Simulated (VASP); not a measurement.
# Hg (P6_3/mmc) in VASP: a series of runs

The runs below take Hg through single point, with PBEsol.

Program: VASP 6.6.1. These are calculated values, not measurements. Logs are shortened: lines on timing, memory, paths and dates and some standing lists are left out, and cuts for length are marked.

## Step 1: The cell of the first run

It takes space group P6_3/mmc (No. 194, hexagonal). The conventional cell has a = 3.559 Å, b = 3.559 Å, c = 5.191 Å, α = 90.00°, β = 90.00°, γ = 120.00°. Within 4.4 Å of Hg (site symmetry -6m2) lie 12 Hg at 3.31 to 3.56 Å.

## Step 2: Single point, PBEsol

Contents of INCAR:

```
SYSTEM = Hg
PREC = Accurate ; ENCUT = 520
EDIFF = 1E-6 ; ISMEAR = 0
SIGMA = 0.15 ; LREAL = .FALSE.
LASPH = .TRUE. ; NELM = 60
ALGO = Fast ; ISIF = 2
LWAVE = .FALSE. ; LCHARG = .FALSE.
GGA = PS ; NBANDS = 19
```

Contents of KPOINTS:

```
regular mesh
0
G
  18 18 10
  0 0 0
```

Contents of POSCAR:

```
Hg
1.0
    3.5593763213      0.0000000000      0.0000000000
   -1.7796881606      3.0825103159      0.0000000000
    0.0000000000      0.0000000000      5.1908311935
Hg
2
Direct
    0.6666666667      0.3333333333      0.7500000000
    0.3333333333      0.6666666667      0.2500000000
```

Potentials or basis: VASP PAW PBE potentials, release 64 (Hg).

Started as:

```console
$ cat potpaw_PBE.64/Hg/POTCAR > POTCAR
$ mpirun -np 1 vasp_std > vasp.out
```

OUTCAR:

```text
SYSTEM = Hg
   PREC = Accurate
   ENCUT = 520
   EDIFF = 1E-6
   ISMEAR = 0
   LREAL = .FALSE.
   LASPH = .TRUE.
   NELM = 60
   ISIF = 2
   GGA = PS

 ion  position               nearest neighbor table
   1  0.667  0.333  0.750-   2 3.31   2 3.31   2 3.31   2 3.31   2 3.31   2 3.31
   2  0.333  0.667  0.250-   1 3.31   1 3.31   1 3.31   1 3.31   1 3.31   1 3.31

  LATTYP: Found a hexagonal cell.
 ALAT       =     3.5593763213
 C/A-ratio  =     1.4583541399

  Lattice vectors:

 A1 = (   3.5593763213,   0.0000000000,   0.0000000000)
 A2 = (  -1.7796881606,   3.0825103159,   0.0000000000)
 A3 = (   0.0000000000,   0.0000000000,   5.1908311935)

Analysis of symmetry for initial positions (statically):
=====================================================================
 Subroutine PRICEL returns:
 Original cell was already a primitive cell.

 Routine SETGRP: Setting up the symmetry group for a
 hexagonal supercell.

 Subroutine GETGRP returns: Found 24 space group operations
 (whereof 12 operations were pure point group operations)
 out of a pool of 24 trial point group operations.

The static configuration has the point symmetry D_3d.
 The point group associated with its full space group is D_6h.

Analysis of symmetry for dynamics (positions and initial velocities):
=====================================================================
 Subroutine PRICEL returns:
 Original cell was already a primitive cell.

 Routine SETGRP: Setting up the symmetry group for a
 hexagonal supercell.

 Subroutine GETGRP returns: Found 24 space group operations
 (whereof 12 operations were pure point group operations)
 out of a pool of 24 trial point group operations.

The dynamic configuration has the point symmetry D_3d.
 The point group associated with its full space group is D_6h.

 Subroutine INISYM returns: Found 24 space group operations
 (whereof 12 operations are pure point group operations),
 and found     1 'primitive' translations

----------------------------------------------------------------------------------------

                                     Primitive cell

  volume of cell :      56.9528

  direct lattice vectors                    reciprocal lattice vectors
     3.559376321  0.000000000  0.000000000     0.280948096  0.162205459  0.000000000
    -1.779688161  3.082510316  0.000000000     0.000000000  0.324410918  0.000000000
     0.000000000  0.000000000  5.190831194     0.000000000  0.000000000  0.192647374

[... 82 lines left out ...]
   NELM   =     60;   NELMIN=  2; NELMDL= -5     # of ELM steps
   EDIFF  = 0.1E-05   stopping-criterion for ELM
   LREAL  =      F    real-space projection
   EDIFFG = 0.1E-04   stopping-criterion for IOM
   NSW    =      0    number of steps for IOM
   IBRION =     -1    ionic relax: 0-MD 1-quasi-New 2-CG
   NFREE  =      0    steps in history (QN), initial steepest desc. (CG)
   ISIF   =      2    stress and relaxation
   ISYM   =      2    0-nonsym 1-usesym 2-fastsym
   POTIM  = 0.5000    time-step for ionic-motion
   TEBEG  =    0.0;   TEEND  =   0.0 temperature during run
   PSTRESS=    0.0 pullay stress
   NELECT =      24.0000    total number of electrons
   NUPDOWN=      -1.0000    fix difference up-down
   EMIN   =  10.00;   EMAX   =-10.00  energy-range for DOS
   EFERMI =   0.00;   METHOD = LEGACY
   ISMEAR =     0;   SIGMA  =   0.15  broadening in eV -4-tet -1-fermi 0-gaus
   EFERMI_NEDOS =   21; number of points for ismear=-14 and -15
   IALGO  =     68    algorithm
   IMIX   =      4    mixing-type and parameters
     AMIX     =   0.40;   BMIX     =  1.00
     AMIX_MAG =   1.60;   BMIX_MAG =  1.00
  volume/ion in A,a.u.               =      28.48       192.17
  Fermi-wavevector in a.u.,A,eV,Ry     =   1.227364  2.319382 20.496128  1.506423
  Thomas-Fermi vector in A             =   2.362330
   LORBIT       =      0    0 simple, 1 ext, 2 COOP (PROOUT), +10 PAW based schemes
   GGA     = PS    functional components
   LHFCALC =     F    Hartree Fock is set to
   AEXX    =    0.0000 exact exchange contribution
   IVDW    =     0    specifies the selected vdW correction
   LEPSILON=     F    determine dielectric tensor
   LRPA    =     F    only Hartree local field effects (RPA)
 non-spin polarized calculation
 RMM-DIIS sequential band-by-band and
 Gauss-broadening in eV      SIGMA  =   0.15
  energy-cutoff  :      520.00
  volume of cell :       56.95
 maximum number of plane-waves:      1580
 NGX is ok and might be reduce to    28

 number of electron      23.9999996 magnetization

 Free energy of the ion-electron system (eV)
  ---------------------------------------------------
  ext. energy  EPLUGINS =         0.00000000
  ---------------------------------------------------
  free energy    TOTEN  =        -1.00804759 eV

  energy without entropy =       -1.00440005  energy(sigma->0) =       -1.00622382

 E-fermi :   0.9404     XC(G=0): -10.0305

 val. band max:        0.9219429606   @ k =   0.2778   0.0556   0.0000
 cond. band min:       0.9794187555   @ k =   0.2222   0.1667   0.0000
 fundamental gap:      0.0574757948
 Fermi energy:         0.9403788456

 k-point     1 :       0.0000    0.0000    0.0000
  band No.  band energies     occupation
      1      -6.4981      2.00000
      2      -5.7971      2.00000
      3      -5.1594      2.00000
      4      -5.1594      2.00000
      5      -5.1219      2.00000
      6      -5.1219      2.00000
[... 505 lines left out ...]
      6      -4.8551      2.00000
[... 11 lines left out ...]
     18      10.9001      0.00000
     19      12.2055      0.00000

 [... further k-points ...]

------------------------ aborting loop because EDIFF is reached ----------------------------------------

  FORCE on cell =-STRESS in cart. coord.  units (eV):
  Direction    XX          YY          ZZ          XY          YZ          ZX
  --------------------------------------------------------------------------------------
  -------------------------------------------------------------------------------------
  Total       -0.8746887     -0.8746887     -0.8292848     -0.0000000      0.0000000     -0.0000000
  in kB      -24.6064383    -24.6064383    -23.3291524     -0.0000000      0.0000000     -0.0000000
  external PRESSURE =     -24.1806764 kB  Pullay stress =       0.0000000 kB

 VOLUME and BASIS-vectors are now :
 -----------------------------------------------------------------------------
  energy-cutoff  :      520.00
  volume of cell :       56.95
      direct lattice vectors                 reciprocal lattice vectors
     3.559376321  0.000000000  0.000000000     0.280948096  0.162205459  0.000000000
    -1.779688161  3.082510316  0.000000000     0.000000000  0.324410918  0.000000000
     0.000000000  0.000000000  5.190831194     0.000000000  0.000000000  0.192647374

 POSITION                                       TOTAL-FORCE (eV/Angst)
 -----------------------------------------------------------------------------------
      1.77969      1.02750      3.89312         0.000000     -0.000000      0.000000
     -0.00000      2.05501      1.29771        -0.000000      0.000000      0.000000
 -----------------------------------------------------------------------------------
    total drift:                                0.000000     -0.000000      0.000000

  FREE ENERGIE OF THE ION-ELECTRON SYSTEM (eV)
  ---------------------------------------------------
  free  energy   TOTEN  =        -1.0080475881 eV

  energy  without entropy=       -1.0044000539  energy(sigma->0) =       -1.00622382
```

OSZICAR:

```text
N       E                     dE             d eps       ncg     rms          rms(c)
DAV:   1     0.174608102443E+03    0.17461E+03   -0.12129E+04  8436   0.119E+03
DAV:   2     0.335948034875E+01   -0.17125E+03   -0.16304E+03  8844   0.306E+02
DAV:   3    -0.105563440158E+01   -0.44151E+01   -0.43973E+01  9643   0.534E+01
DAV:   4    -0.106326491083E+01   -0.76305E-02   -0.76296E-02  9086   0.222E+00
DAV:   5    -0.106327823560E+01   -0.13325E-04   -0.13325E-04  9189   0.873E-02    0.280E+00
RMM:   6    -0.101171982413E+01    0.51558E-01   -0.11922E-01  8478   0.281E+00    0.235E+00
RMM:   7    -0.100823335395E+01    0.34865E-02   -0.14724E-02  8754   0.739E-01    0.124E+00
RMM:   8    -0.100802107825E+01    0.21228E-03   -0.16260E-03  8967   0.505E-01    0.581E-02
RMM:   9    -0.100803758679E+01   -0.16509E-04   -0.24015E-04  9318   0.123E-01    0.273E-02
RMM:  10    -0.100804836675E+01   -0.10780E-04   -0.47784E-05  8936   0.812E-02    0.138E-02
RMM:  11    -0.100804758812E+01    0.77863E-06   -0.38754E-06  8526   0.168E-02
   1 F= -.10080476E+01 E0= -.10062238E+01  d E =-.364753E-02
```

stdout:

```text
POSCAR found type information on POSCAR Hg
 POSCAR found :  1 types and       2 ions
 scaLAPACK will be used
 -----------------------------------------------------------------------------
|                                                                             |
|                                                                             |
|     You enforced a specific xc type in the INCAR file but a different       |
|     I HOPE YOU KNOW WHAT YOU ARE DOING!                                     |
|                                                                             |
 -----------------------------------------------------------------------------

 LDA part: xc-table for (Slater+PW92), standard interpolation
 POSCAR, INCAR and KPOINTS ok, starting setup
 FFT: planning ... GRIDC
 FFT: planning ... GRID_SOFT
 FFT: planning ... GRID
 WAVECAR not read
 entering main loop
```

Run time: 2.3 min. Hardware: 1 thread of Intel Xeon 8259CL, shared host; peak memory 0.32 GiB.

Results:

| Item | Value |
| --- | --- |
| Free energy | -1.0080 eV |
| Pressure | -2.4 GPa |
| Band gap on the k mesh | zero (bands 12 and 13 overlap by 0.26 eV) |

Caveat: the PAW data sets were made with another functional, which shifts forces and pressure a little; spin-orbit coupling is left out, which moves the levels of the heavy elements.

## Step 3: Single point, PBEsol

This run uses another cell than the first one, of the same volume but with other edges.

Contents of INCAR:

```
PREC = Accurate
ENCUT = 520
EDIFF = 1E-7
ISMEAR = 0
SIGMA = 0.15
LREAL = False
LASPH = True
NELM = 100
ALGO = Fast
ISIF = 2
LWAVE = False
LCHARG = False
GGA = PS
NBANDS = 19
```

Contents of KPOINTS:

```
Automatic mesh
0
Gamma
  18 18 10
```

Contents of POSCAR:

```
Hg
1.0
    3.3535564490      0.0000000000      0.0000000000
   -1.6767782245      2.9042650779      0.0000000000
    0.0000000000      0.0000000000      5.8475437215
Hg
2
Direct
    0.6666666667      0.3333333333      0.7500000000
    0.3333333333      0.6666666667      0.2500000000
```

Potentials or basis: VASP PAW PBE potentials, release 64 (Hg).

Started as:

```console
$ cat potpaw_PBE.64/Hg/POTCAR > POTCAR
$ mpirun -np 1 vasp_std > vasp.out
```

It took 3 min on 1 thread of Intel Xeon 8259CL, shared host; peak memory 0.33 GiB.

The run converged. Its results:

```yaml
Free_energy: -0.9936 eV
Pressure: -2.4 GPa
Band_gap_on_the_k_mesh: zero (bands 12 and 13 overlap by 0.72 eV)
```

Stress tensor (GPa, compression positive):
```
-2.10  0.00  0.00
 0.00 -2.10  0.00
 0.00  0.00 -3.08
```

Levels at points of the mesh, in eV from the Fermi level:
| k point | band 10 | band 11 | band 12 | band 13 | band 14 | band 15 |
| --- | --- | --- | --- | --- | --- | --- |
| (0.00, 0.00, 0.00) | -5.27 | -5.27 | -2.11 | -0.71 | 11.82 | 12.28 |
| (0.50, 0.00, 0.00) | -5.08 | -1.77 | -1.30 | 2.09 | 2.74 | 4.10 |
| (0.00, 0.00, 0.50) | -5.40 | -5.40 | -5.40 | 5.19 | 5.19 | 13.13 |
| (0.50, 0.00, 0.50) | -5.09 | -0.84 | -0.84 | 0.31 | 0.31 | 8.44 |

Caveat: the PAW data sets were made with another functional, which shifts forces and pressure a little; spin-orbit coupling is left out, which moves the levels of the heavy elements.

The gap in the log of VASP goes by the Fermi energy; the results here count the filled bands.